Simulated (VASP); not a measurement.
Write the native input for VASP 6.6.1 that does the following.

```
Task                   : single point
Functional             : LDA
Potentials or basis    : VASP PAW LDA potentials, release 64 (Si)
Cutoff                 : 520 eV
k mesh                 : 2 × 2 × 2
Occupations            : gaussian, width 0.05 eV
Spin                   : no spin polarisation
Dipole correction      : no
Further INCAR settings : LREAL = Auto; ALGO = Normal; EDIFF = 1e-07; NBANDS = 48
```

The structure of Si (a cell with a defect) lies in POSCAR:

```
Si
1.0
    0.0000000000      5.4300000000      5.4300000000
    5.4300000000      0.0000000000      5.4300000000
    5.4300000000      5.4300000000      0.0000000000
Si
17
Direct
   -0.0400061694      0.0134354512      0.0131072744
    0.1225016575      0.1158464088      0.1155721915
    0.0029246777     -0.0210521179      0.5088484346
    0.1225041436      0.1157424494      0.6457295580
    0.0029159300      0.5091562615     -0.0213459484
    0.1225184162      0.6460626151      0.1154327808
    0.0028907919      0.5091270718      0.5088165746
    0.1653830571      0.6115662983      0.6112716390
    0.4938272560     -0.0009086556     -0.0012237569
    0.5858544199      0.1381091160      0.1377993554
    0.4938059853     -0.0008853591      0.5078522099
    0.6315898711      0.1168416206      0.6255567219
    0.4938131676      0.5081553407     -0.0011982505
    0.6315833333      0.6258733886      0.1165260589
    0.5395268877      0.4868917127      0.4865758748
    0.6315497238      0.6259034991      0.6255922652
    1.0629473297      0.3124583794      0.3121125230
```

One way to write it, as run:

INCAR

```
ALGO     = Normal         # electronic algorithm
EDIFF    = 1E-7           # SCF threshold, eV
ENCUT    = 520            # plane-wave cutoff, eV
GGA      = CA             # functional
ISIF     = 2              # what is computed and relaxed
ISMEAR   = 0              # smearing method
LASPH    = True           # aspherical terms in the spheres
LCHARG   = False          # write CHGCAR
LREAL    = Auto         
LWAVE    = False          # write WAVECAR
NBANDS   = 48             # bands
NELM     = 60             # most SCF steps
PREC     = Accurate       # precision mode
SIGMA    = 0.05           # smearing width, eV
```

KPOINTS

```
k-points
0
Gamma
  2 2 2
```

Potentials or basis: VASP PAW LDA potentials, release 64 (Si).

Command:

```bash
$ cat potpaw_LDA.64/Si/POTCAR > POTCAR
$ mpirun -np 1 vasp_std > vasp.out
```

Results of the run:

The pressure is 1.6 GPa, the largest force is 0.096 eV/Å and the band gap on the k mesh is zero (bands 34 and 35 overlap by 0.09 eV).

Caveat: the k points lie up to 0.50 Å⁻¹ apart.

It took 2.1 min on 1 thread of Intel(R) Xeon(R) 6975P-C (Granite Rapids) (shared host), peak memory 0.37 GiB.
